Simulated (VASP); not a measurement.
NbVTe4: single point with PBE

NbVTe4:

```
Nb V Te
1.0
     3.66163    0.00000    0.00000
    -1.83081    3.17106    0.00000
     0.00000    0.00000   29.17065
Nb V Te
2 2 8
Direct
  0.00000 0.00000 0.50000
  0.00000 0.00000 0.00000
  0.00000 0.00000 0.25000
  0.00000 0.00000 0.75000
  0.66667 0.33333 0.43646
  0.66667 0.33333 0.93646
  0.66667 0.33333 0.19154
  0.66667 0.33333 0.69154
  0.33333 0.66667 0.30846
  0.33333 0.66667 0.80846
  0.33333 0.66667 0.06354
  0.33333 0.66667 0.56354
```

```
Program             : VASP 6.6.1
Task                : single point
Functional          : PBE
Potentials or basis : VASP PAW PBE potentials, release 64 (Nb_sv, V_sv, Te)
Cutoff              : 500 eV
k mesh              : 6 × 6 × 1
Occupations         : gaussian, width 0.2 eV
Spin                : collinear spin, ferromagnetic start
Starting moments    : [0.0, 0.0, 1.17, 1.17, 0.0, 0.0, 0.0, 0.0, 0.0, 0.0, 0.0, 0.0] μB
```

The pressure is -0.2 GPa. The largest force is 0.017 eV/Å, the net moment is 1.76 μB per cell and the site moments are Nb +0.01; V +0.96; Te +0.00, -0.07 (each value once) μB. The valence electrons inside the program's atomic spheres are Nb 10.57; V 11.40; Te 3.41, 3.40 (each value once).

Forces in eV/Å, atoms in the order of the input:
```
Nb   0.000  0.000  0.000
Nb   0.000  0.000  0.000
V    0.000  0.000  0.000
V    0.000  0.000  0.000
Te   0.000  0.000 -0.017
Te   0.000  0.000 -0.017
Te   0.000  0.000 -0.003
Te   0.000  0.000 -0.003
Te   0.000  0.000  0.003
Te   0.000  0.000  0.003
Te   0.000  0.000  0.017
Te   0.000  0.000  0.017
```

Stress tensor (GPa, compression positive):
```
-0.33  0.00  0.00
 0.00 -0.33  0.00
 0.00  0.00 -0.05
```

Levels at points of the mesh, in eV from the Fermi level:
Spin up:
| k point | band 46 | band 47 | band 48 | band 49 | band 50 | band 51 | band 52 | band 53 | band 54 | band 55 |
| --- | --- | --- | --- | --- | --- | --- | --- | --- | --- | --- |
| (0.00, 0.00, 0.00) | -0.23 | 0.03 | 0.03 | 0.03 | 0.03 | 0.04 | 0.05 | 1.05 | 1.05 | 1.05 |
| (0.50, 0.00, 0.00) | -1.00 | -0.88 | -0.84 | -0.78 | -0.73 | -0.66 | -0.60 | 0.12 | 0.12 | 0.46 |
Spin down:
```tsv
k point	band 45	band 46	band 47	band 48	band 49	band 50	band 51	band 52
(0.00, 0.00, 0.00)	0.04	0.05	0.42	0.42	0.42	0.42	0.61	0.64
(0.50, 0.00, 0.00)	-1.07	-0.99	-0.81	-0.77	-0.65	-0.61	-0.13	-0.13
```

It took 20 min on 1 thread of Intel Xeon 8259CL, with other jobs on the host, peak memory 0.68 GiB.

Caveat: spin-orbit coupling is left out, which moves the levels of the heavy elements; this functional lacks dispersion, which binds layers or chains, so the pressure and a relaxed spacing across them are unreliable.
